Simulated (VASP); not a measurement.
Ag2O, 6 atoms in the cell. It takes space group Pn-3m (No. 224, cubic). The conventional cell has a = 4.718 Å, b = 4.718 Å, c = 4.718 Å, α = 90.00°, β = 90.00°, γ = 90.00°. Within 2.7 Å of Ag (site symmetry -3m) lie 2 O at 2.04 Å. O (site symmetry -43m) has 4 Ag at 2.04 Å within 2.7 Å. 

* Program: VASP 6.6.1
* Task: single point
* Functional: RPBE
* Potentials or basis: VASP PAW PBE potentials, release 64 (Ag, O)
* Cutoff: 600 eV
* k mesh: 4 × 4 × 4
* Occupations: methfessel-paxton, width 0.05 eV
* Spin: no spin polarisation
* Dipole correction: no
* Further INCAR settings: ALGO = Normal; EDIFF = 1e-06; NBANDS = 37

Potentials or basis: VASP PAW PBE potentials, release 64 (Ag, O).

Command:

```sh
$ cat potpaw_PBE.64/Ag/POTCAR potpaw_PBE.64/O/POTCAR > POTCAR
$ mpirun -np 1 vasp_std > vasp.out
```

Hardware: 1 thread of AMD EPYC 7R13 Processor (Zen 3) (shared host).

Estimate the wall time of this run.

Wall time 37 s on 1 thread of AMD EPYC 7R13 Processor (Zen 3), on a shared host, peak memory 0.22 GiB. Counts: scf iterations 15, k points 10.
